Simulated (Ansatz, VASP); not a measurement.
Two plane-wave programs on Zn2B

```
Zn B
1.0
     0.00000    2.64541    2.64541
     2.64541    0.00000    2.64541
     2.64541    2.64541    0.00000
Zn B
2 1
Direct
  0.25000 0.25000 0.25000
  0.75000 0.75000 0.75000
  0.50000 0.50000 0.50000
```

Alike in both runs: functional PBE; k mesh 6 × 6 × 6; occupations gaussian, width 0.1 eV; no spin polarisation.

Ansatz relaxed the structure, and its values are those at the end. VASP's run is a single point on that final structure, the one shown.

|  | VASP | Ansatz |
| --- | --- | --- |
| version | VASP 6.6.1 | Ansatz 0.2.0 |
| potentials or method | VASP PAW PBE potentials, release 64 (Zn, B), cutoff 520 eV | scalar-relativistic, plane waves, PAW |
| valence electrons in the cell | 27 | 27 |

Ansatz gave:

| Quantity | Value |
| --- | --- |
| gap on the k mesh at the Fermi level (eV) | none |
| pressure (GPa) | -0.1 |

**Question.** Estimate VASP's values.

**Answer.** gap on the k mesh at the Fermi level (eV): none; pressure (GPa): 0.5.

A gap of «none» marks a metal or a gap that the smearing closes. The functional is the same, so the differences come from potentials, cutoffs and numerics.
